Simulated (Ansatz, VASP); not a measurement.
One calculation of Te2Mo, two programs

The input INCAR:

```
PREC = Accurate
ENCUT = 500
EDIFF = 1E-6
ISMEAR = 0
SIGMA = 0.05
LREAL = F
LASPH = T
NELM = 120
ALGO = Normal
ISIF = 2
LWAVE = F
LCHARG = F
GGA = PE
IVDW = 12
NBANDS = 35
GGA_COMPAT = F
```

The input KPOINTS:

```
regular mesh
0
Gamma
  12 12 2
```

Contents of POSCAR:

```
Te2Mo
1.0
    3.4964011497      0.0000000000      0.0000000000
   -1.7482005748      3.0279722174      0.0000000000
    0.0000000000      0.0000000000     13.7008448353
Te Mo
4 2
Direct
    0.3333333333      0.6666666667      0.6173401526
    0.6666666667      0.3333333333      0.1173401526
    0.3333333333      0.6666666667      0.8826598474
    0.6666666667      0.3333333333      0.3826598474
    0.4405864728      0.6666666667      0.2500000000
    0.7739198061      0.3333333333      0.7500000000
```

Input for Ansatz:

```yaml
crystal:
  lattice:
    - [3.4964011497, 0.0, 0.0]
    - [-1.7482005748, 3.0279722174, 0.0]
    - [0.0, 0.0, 13.7008448353]
  atoms:
    - { symbol: Te, position: [0.3333333333, 0.6666666667, 0.6173401526] }
    - { symbol: Te, position: [0.6666666667, 0.3333333333, 0.1173401526] }
    - { symbol: Te, position: [0.3333333333, 0.6666666667, 0.8826598474] }
    - { symbol: Te, position: [0.6666666667, 0.3333333333, 0.3826598474] }
    - { symbol: Mo, position: [0.4405864728, 0.6666666667, 0.25] }
    - { symbol: Mo, position: [0.7739198061, 0.3333333333, 0.75] }
basis:
  ecutwfc: 420
kpoints:
  mp_grid: { grid: [12, 12, 2] }
hamiltonian:
  xc: pbe
  dispersion: d3bj
scf:
  occupations: { method: gaussian, width: 0.05 }
output:
  forces: true
  stress: true
  eigenvalues: true
```

Change from the starting cell: all Mo atoms moved +0.375 Å, as atom 5 along Cartesian [1 0 0].

Alike in both runs: task single point; functional PBE; dispersion D3(BJ); k mesh 12 × 12 × 2; occupations gaussian, width 0.05 eV; no spin polarisation.

```csv
,VASP,Ansatz
version,VASP 6.6.1,Ansatz 0.2.0
potentials or method,"VASP PAW PBE potentials, release 64 (Te, Mo_sv), cutoff 500 eV","scalar-relativistic, plane waves, PAW"
valence electrons in the cell,52,92
```

|  | VASP | Ansatz | Ansatz less VASP |
| --- | --- | --- | --- |
| gap on the k mesh at the Fermi level (eV) | none | none | - |
| pressure (GPa) | 4.5 | 4.6 | +0.06 |
| traceless stress, the component that is largest in VASP (GPa) | 4.58 | 4.55 | -0.025 |
| rms of the force components (eV/Å) | 2.068 | 2.074 | +0.0053 |

Atom by atom the forces differ by 0.008 eV/Å (rms over components). A gap of «none» marks a metal or a gap that the smearing closes. VASP's potentials hold 52 valence electrons a cell and Ansatz's 92, so a difference there can come from the potentials and not from the codes.

Spin-orbit coupling is off throughout.
